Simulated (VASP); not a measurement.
Runs of VASP 6.6.1 on Pt. The structure is that of space group Cmcm (No. 63), or close to it. The cells are those of the table. 

```tsv
cell	k mesh	gap on the mesh (eV)	pressure (GPa)	largest force (eV/Å)
a = 3.473, b = 3.473, c = 3.671 Å, angles 90.0, 90.0, 134.7°, 2 atoms	14 × 14 × 10	none	(a)	-
a = 3.426, b = 3.426, c = 3.621 Å, angles 90.0, 90.0, 134.7°, 2 atoms	14 × 14 × 10	none	13.1	0.04
a = 3.378, b = 3.378, c = 3.570 Å, angles 90.0, 90.0, 134.7°, 2 atoms	14 × 14 × 10	none	(c)	0.09
a = 3.473, b = 3.473, c = 3.671 Å, angles 90.0, 90.0, 134.7°, 2 atoms	13 × 13 × 9	none	0.6	0.01
a = 3.328, b = 3.328, c = 3.518 Å, angles 90.0, 90.0, 134.7°, 2 atoms	14 × 14 × 10	none	50.0	(b)
```

Alike in all rows: task single point; level LDA; potentials or basis VASP PAW LDA potentials, release 64 (Pt); no spin polarisation; cutoff (eV) 520; smearing fermi-dirac 0.1 eV.

Q: Estimate the missing entries.

A: (a) 0.5; (b) 0.16; (c) 29.3.

Caveats: spin-orbit coupling is left out, which moves the levels of the heavy elements.

A k mesh can miss the band edges, and the runs leave out spin-orbit coupling on Pt.

A gap of «none» marks levels without a gap at the run's occupations.
